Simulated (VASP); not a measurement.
# MoS2 (P6_3/mmc) in VASP: notebook

The runs below take MoS2 through relaxation of cell and atoms, single point, relaxation of shape and atoms at fixed volume, with PBE+D3(BJ).

All numbers are computed with VASP 6.6.1; they aren't measurements. Logs are shortened: lines on timing, memory, paths and dates and some standing lists are left out, and cuts for length are marked.

## 1. The cell of the first run

It takes space group P6_3/mmc (No. 194, hexagonal). Conventional cell: a = 3.149 Å, b = 3.149 Å, c = 12.090 Å, α = 90.00°, β = 90.00°, γ = 120.00°. Mo (site symmetry -6m2) has 6 S at 2.40 Å and 6 Mo at 3.15 Å within 3.2 Å. S (site symmetry 3m) has 3 Mo at 2.40 Å and 7 S at 3.13 to 3.15 Å within 3.2 Å.

## 2. Relaxation of cell and atoms, PBE+D3(BJ)

File INCAR:

```
SYSTEM = MoS2
PREC = Accurate
ENCUT = 600
EDIFF = 1E-6
ISMEAR = 0
SIGMA = 0.01
LREAL = .FALSE.
LASPH = .TRUE.
NELM = 100
ALGO = Normal
ISIF = 3
LWAVE = .FALSE.
LCHARG = .FALSE.
GGA = PE
IVDW = 12
IBRION = 2
NSW = 80
EDIFFG = -0.001
```

File KPOINTS:

```
regular mesh
0
G
  12 12 4
  0 0 0
```

File POSCAR:

```
MoS2
1.0
    3.1491697120      0.0000000000      0.0000000000
   -1.5745848560      2.7272609714      0.0000000000
    0.0000000000      0.0000000000     12.0898517540
Mo S
2 4
Direct
    0.3333333333      0.6666666667      0.2500000000
    0.6666666667      0.3333333333      0.7500000000
    0.3333333333      0.6666666667      0.6204901698
    0.6666666667      0.3333333333      0.1204901698
    0.3333333333      0.6666666667      0.8795098302
    0.6666666667      0.3333333333      0.3795098302
```

Potentials or basis: VASP PAW PBE potentials, release 64 (Mo_sv, S).

Command:

```bash
$ cat potpaw_PBE.64/Mo_sv/POTCAR potpaw_PBE.64/S/POTCAR > POTCAR
$ mpirun -np 1 vasp_std > vasp.out
```

OUTCAR:

```text
SYSTEM = MoS2
   PREC = Accurate
   ENCUT = 600
   EDIFF = 1E-6
   ISMEAR = 0
   LREAL = .FALSE.
   LASPH = .TRUE.
   NELM = 100
   ISIF = 3
   GGA = PE
   IVDW = 12
   IBRION = 2
   NSW = 80
   EDIFFG = -0.001
 IVDW          = 12

 ion  position               nearest neighbor table
   1  0.333  0.667  0.250-   4 2.40   6 2.40   4 2.40   6 2.40   4 2.40   6 2.40
   2  0.667  0.333  0.750-   3 2.40   5 2.40   3 2.40   5 2.40   3 2.40   5 2.40
   3  0.333  0.667  0.620-   2 2.40   2 2.40   2 2.40
   4  0.667  0.333  0.120-   1 2.40   1 2.40   1 2.40
   5  0.333  0.667  0.880-   2 2.40   2 2.40   2 2.40
   6  0.667  0.333  0.380-   1 2.40   1 2.40   1 2.40

  LATTYP: Found a hexagonal cell.
 ALAT       =     3.1491697120
 C/A-ratio  =     3.8390600887

  Lattice vectors:

 A1 = (   3.1491697120,   0.0000000000,   0.0000000000)
 A2 = (  -1.5745848560,   2.7272609714,   0.0000000000)
 A3 = (   0.0000000000,   0.0000000000,  12.0898517540)

Analysis of symmetry for initial positions (statically):
=====================================================================
 Subroutine PRICEL returns:
 Original cell was already a primitive cell.

 Routine SETGRP: Setting up the symmetry group for a
 hexagonal supercell.

 Subroutine GETGRP returns: Found 24 space group operations
 (whereof 12 operations were pure point group operations)
 out of a pool of 24 trial point group operations.

The static configuration has the point symmetry D_3d.
 The point group associated with its full space group is D_6h.

Analysis of symmetry for dynamics (positions and initial velocities):
=====================================================================
 Subroutine PRICEL returns:
 Original cell was already a primitive cell.

 Routine SETGRP: Setting up the symmetry group for a
 hexagonal supercell.

 Subroutine GETGRP returns: Found 24 space group operations
 (whereof 12 operations were pure point group operations)
 out of a pool of 24 trial point group operations.

The dynamic configuration has the point symmetry D_3d.
 The point group associated with its full space group is D_6h.

 Subroutine INISYM returns: Found 24 space group operations
 (whereof 12 operations are pure point group operations),
 and found     1 'primitive' translations

----------------------------------------------------------------------------------------

                                     Primitive cell

  volume of cell :     103.8350

  direct lattice vectors                    reciprocal lattice vectors
     3.149169712  0.000000000  0.000000000     0.317544017  0.183334124  0.000000000
    -1.574584856  2.727260971  0.000000000     0.000000000  0.366668247  0.000000000
     0.000000000  0.000000000 12.089851754     0.000000000  0.000000000  0.082714000

  length of vectors
     3.149169712  3.149169712 12.089851754     0.366668247  0.366668247  0.082714000

  position of ions in fractional coordinates (direct lattice)
     0.333333333  0.666666667  0.250000000
     0.666666667  0.333333333  0.750000000
     0.333333333  0.666666667  0.620490170
     0.666666667  0.333333333  0.120490170
     0.333333333  0.666666667  0.879509830
     0.666666667  0.333333333  0.379509830

  ion indices of the primitive-cell ions
   primitive index   ion index
                 1           1
                 2           2
                 3           3
                 4           4
                 5           5
                 6           6

----------------------------------------------------------------------------------------

 KPOINTS: regular mesh

Automatic generation of k-mesh.
 Grid dimensions read from file:
 generate k-points for:   12   12    4

 Generating k-lattice:

  Cartesian coordinates                     Fractional coordinates (reciprocal lattice)
     0.026462001  0.015277844  0.000000000     0.083333333  0.000000000  0.000000000
     0.000000000  0.030555687  0.000000000     0.000000000  0.083333333  0.000000000
     0.000000000  0.000000000  0.020678500     0.000000000  0.000000000  0.250000000

  Length of vectors
     0.030555687  0.030555687  0.020678500

  Shift w.r.t. Gamma in fractional coordinates (k-lattice)
     0.000000000  0.000000000  0.000000000

 Subroutine IBZKPT returns following result:
 ===========================================

 Found     57 irreducible k-points:

 Following reciprocal coordinates:
            Coordinates               Weight
  0.000000  0.000000  0.000000      1.000000
  0.083333  0.000000  0.000000      6.000000
  0.166667  0.000000  0.000000      6.000000
  0.250000  0.000000  0.000000      6.000000
  0.333333  0.000000  0.000000      6.000000
  0.416667  0.000000  0.000000      6.000000
[... 16 lines left out ...]
  0.250000  0.000000  0.250000     12.000000
  0.333333  0.000000  0.250000     12.000000
 [... further k-points ...]
   k-points           NKPTS =     57   k-points in BZ     NKDIM =     57   number of bands    NBANDS=     31
   number of dos      NEDOS =    301   number of ions     NIONS =      6
   total plane-waves  NPLWV =  76832
   dimension x,y,z NGX =    28 NGY =   28 NGZ =   98
   dimension x,y,z NGXF=    56 NGYF=   56 NGZF=  196
   ions per type =               2   4
   NGX,Y,Z   is equivalent  to a cutoff of  14.78, 14.78, 13.48 a.u.
   NGXF,Y,Z  is equivalent  to a cutoff of  29.56, 29.56, 26.95 a.u.
 SYSTEM =  MoS2
   PREC   = accura    normal or accurate (medium, high low for compatibility)
   ISTART =      0    job   : 0-new  1-cont  2-samecut
   ICHARG =      2    charge: 1-file 2-atom 10-const
   ISPIN  =      1    spin polarized calculation?
   LNONCOLLINEAR =      F non collinear calculations
   LSORBIT =      F    spin-orbit coupling
   LASPH  =      T    aspherical Exc in radial PAW
   ENCUT  =  600.0 eV  44.10 Ry    6.64 a.u.   6.29  6.29 24.15*2*pi/ulx,y,z
   NELM   =    100;   NELMIN=  2; NELMDL= -5     # of ELM steps
   EDIFF  = 0.1E-05   stopping-criterion for ELM
   LREAL  =      F    real-space projection
   EDIFFG = -.1E-02   stopping-criterion for IOM
   NSW    =     80    number of steps for IOM
   IBRION =      2    ionic relax: 0-MD 1-quasi-New 2-CG
   NFREE  =      1    steps in history (QN), initial steepest desc. (CG)
   ISIF   =      3    stress and relaxation
   ISYM   =      2    0-nonsym 1-usesym 2-fastsym
   POTIM  = 0.5000    time-step for ionic-motion
   TEBEG  =    0.0;   TEEND  =   0.0 temperature during run
   PSTRESS=    0.0 pullay stress
   NELECT =      52.0000    total number of electrons
   NUPDOWN=      -1.0000    fix difference up-down
   EMIN   =  10.00;   EMAX   =-10.00  energy-range for DOS
   EFERMI =   0.00;   METHOD = LEGACY
   ISMEAR =     0;   SIGMA  =   0.01  broadening in eV -4-tet -1-fermi 0-gaus
   EFERMI_NEDOS =   21; number of points for ismear=-14 and -15
   IALGO  =     38    algorithm
   IMIX   =      4    mixing-type and parameters
     AMIX     =   0.40;   BMIX     =  1.00
     AMIX_MAG =   1.60;   BMIX_MAG =  1.00
  volume/ion in A,a.u.               =      17.31       116.79
  Fermi-wavevector in a.u.,A,eV,Ry     =   1.300054  2.456746 22.995753  1.690140
  Thomas-Fermi vector in A             =   2.431278
   LORBIT       =      0    0 simple, 1 ext, 2 COOP (PROOUT), +10 PAW based schemes
   GGA     = PE    functional components
   LHFCALC =     F    Hartree Fock is set to
   AEXX    =    0.0000 exact exchange contribution
   IVDW    =    12    specifies the selected vdW correction
   LEPSILON=     F    determine dielectric tensor
   LRPA    =     F    only Hartree local field effects (RPA)
 conjugate gradient relaxation of ions
 non-spin polarized calculation
 Gauss-broadening in eV      SIGMA  =   0.01
  energy-cutoff  :      600.00
  volume of cell :      103.83
 maximum number of plane-waves:      3505
 NGX is ok and might be reduce to    28
   NGX = 13   NGY = 13   NGZ = 49

--------------------------------------- Ionic step        1  -------------------------------------------

 number of electron      51.9999995 magnetization

 Free energy of the ion-electron system (eV)
  ---------------------------------------------------
  ext. energy  EPLUGINS =         0.00000000
  ---------------------------------------------------
  free energy    TOTEN  =       -43.54642532 eV

  energy without entropy =      -43.54642532  energy(sigma->0) =      -43.54642532

------------------------ aborting loop because EDIFF is reached ----------------------------------------

 Edisp (eV)   -2.62537

 E8    (eV) :    -1.0586

  FORCE on cell =-STRESS in cart. coord.  units (eV):
  Direction    XX          YY          ZZ          XY          YZ          ZX
  --------------------------------------------------------------------------------------
  -------------------------------------------------------------------------------------
  Total      -0.06954    -0.06954    -0.11592    -0.00000     0.00000    -0.00000
  in kB      -1.07301    -1.07301    -1.78872    -0.00000     0.00000    -0.00000
  external pressure =       -1.31 kB  Pullay stress =        0.00 kB
[... 109 lines left out ...]
  FREE ENERGIE OF THE ION-ELECTRON SYSTEM (eV)
  ---------------------------------------------------
  free  energy   TOTEN  =       -46.1718296923 eV

  energy  without entropy=      -46.1718296923  energy(sigma->0) =      -46.17182969

[... ionic steps 4 to 27 ...]

--------------------------------------- Ionic step       28  -------------------------------------------

 number of electron      51.9999994 magnetization

------------------------ aborting loop because EDIFF is reached ----------------------------------------

 Edisp (eV)   -2.62831

 E8    (eV) :    -1.0598
[... 77 lines left out ...]
  energy  without entropy=      -46.1718330416  energy(sigma->0) =      -46.17183304

--------------------------------------- Ionic step       30  -------------------------------------------

 number of electron      51.9999994 magnetization

 Free energy of the ion-electron system (eV)
  ---------------------------------------------------
  ext. energy  EPLUGINS =         0.00000000
  ---------------------------------------------------
  free energy    TOTEN  =       -43.54346593 eV

  energy without entropy =      -43.54346593  energy(sigma->0) =      -43.54346593

 E-fermi :   8.0763     XC(G=0): -11.0214

 val. band max:        7.9667033546   @ k =   0.0000   0.0000   0.0000
 cond. band min:       8.7630010385   @ k =   0.1667   0.1667   0.0000
 fundamental gap:      0.7962976838
 Fermi energy:         8.0762556368

 k-point     1 :       0.0000    0.0000    0.0000
  band No.  band energies     occupation
      1     -53.5750      2.00000
      2     -53.5750      2.00000
      3     -27.7401      2.00000
      4     -27.7400      2.00000
      5     -27.4979      2.00000
      6     -27.4979      2.00000
[... 805 lines left out ...]
     30       9.9181      0.00000
     31      10.6125      0.00000

 [... further k-points ...]

------------------------ aborting loop because EDIFF is reached ----------------------------------------

 Edisp (eV)   -2.62837

 E8    (eV) :    -1.0598

  FORCE on cell =-STRESS in cart. coord.  units (eV):
  Direction    XX          YY          ZZ          XY          YZ          ZX
  --------------------------------------------------------------------------------------
  -------------------------------------------------------------------------------------
  Total      -0.00219    -0.00219     0.00198    -0.00000    -0.00000    -0.00000
  in kB      -0.03386    -0.03386     0.03061    -0.00000    -0.00000    -0.00000
  external pressure =       -0.01 kB  Pullay stress =        0.00 kB
[... 21 lines left out ...]
  FREE ENERGIE OF THE ION-ELECTRON SYSTEM (eV)
  ---------------------------------------------------
  free  energy   TOTEN  =       -46.1718330496 eV

  energy  without entropy=      -46.1718330496  energy(sigma->0) =      -46.17183305

 reached required accuracy - stopping structural energy minimisation
```

It took 21 min on 1 thread of Intel Xeon Platinum 8488C (Sapphire Rapids), shared host; peak memory 0.39 GiB.

Results:

```
Free energy                            : -46.1718 eV
Relaxed volume                         : 17.29 Å³/atom
Relaxed cell                           : a = 3.149 Å, b = 3.149 Å, c = 12.080 Å, α = 90.00°, β = 90.00°, γ = 120.00°
Space group after relaxing (to 0.05 Å) : P6_3/mmc (No. 194)
Energy gained by relaxing              : 0.0 meV/atom
Ionic steps                            : 30
Pressure after relaxing                : 0.0 GPa
Band gap on the k mesh                 : 0.80 eV, indirect (least direct gap 1.70 eV)
Dispersion energy per atom             : -0.438 eV
```

Final structure:
```cif
data_structure
_symmetry_space_group_name_H-M 'P 1'
_symmetry_Int_Tables_number 1
_cell_length_a 3.1487
_cell_length_b 3.1487
_cell_length_c 12.0801
_cell_angle_alpha 90.000
_cell_angle_beta 90.000
_cell_angle_gamma 120.000
_cell_volume 103.72
loop_
_atom_site_label
_atom_site_type_symbol
_atom_site_fract_x
_atom_site_fract_y
_atom_site_fract_z
_atom_site_occupancy
Mo1 Mo 0.33333 0.66667 0.25000 1
Mo2 Mo 0.66667 0.33333 0.75000 1
S1 S 0.33333 0.66667 0.62043 1
S2 S 0.66667 0.33333 0.12043 1
S3 S 0.33333 0.66667 0.87957 1
S4 S 0.66667 0.33333 0.37957 1
```

A k mesh can miss the band edges. A hybrid or GW would open this gap; PBE tends to underestimate it.

[end of part 1 of 3]
